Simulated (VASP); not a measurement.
Runs of VASP 6.6.1 on Sn2TeO3. The structure is that of space group P6mm (No. 183), or close to it. The cells are those of the table. 

| cell | k mesh | gap on the mesh (eV) | pressure (GPa) | largest force (eV/Å) |
| --- | --- | --- | --- | --- |
| a = 6.302, b = 6.302, c = 3.145 Å, angles 90.0, 90.0, 120.0°, 6 atoms | 6 × 6 × 12 | none | 0.1 | (b) |
| a = 5.719, b = 5.719, c = 4.224 Å, angles 90.0, 90.0, 120.0°, 6 atoms | 6 × 6 × 4 | none | -11.8 | 1.57 |
| a = 6.144, b = 6.144, c = 3.396 Å, angles 90.0, 90.0, 120.0°, 6 atoms | 6 × 6 × 4 | none | 0.1 | 0.07 |
| a = 6.348, b = 6.348, c = 3.072 Å, angles 90.0, 90.0, 120.0°, 6 atoms | 3 × 3 × 6 | none | (a) | 0.08 |

Alike in all rows: task single point; level PBE; potentials or basis VASP PAW PBE potentials, release 64 (Sn_d, Te, O); no spin polarisation; cutoff (eV) 520; smearing gaussian 0.1 eV.

**Question.** Fill in the values left out.

**Answer.** (a) 0.3; (b) 0.06.

Caveats: some runs use coarse meshes; spin-orbit coupling is left out, which moves the levels of the heavy elements; forces of over 1 eV/Å act on the atoms, so gaps and moduli don't describe the material at rest (some runs).

A k mesh can miss the band edges, and the runs leave out spin-orbit coupling on Sn, Te.

A gap of «none» marks levels without a gap at the run's occupations.
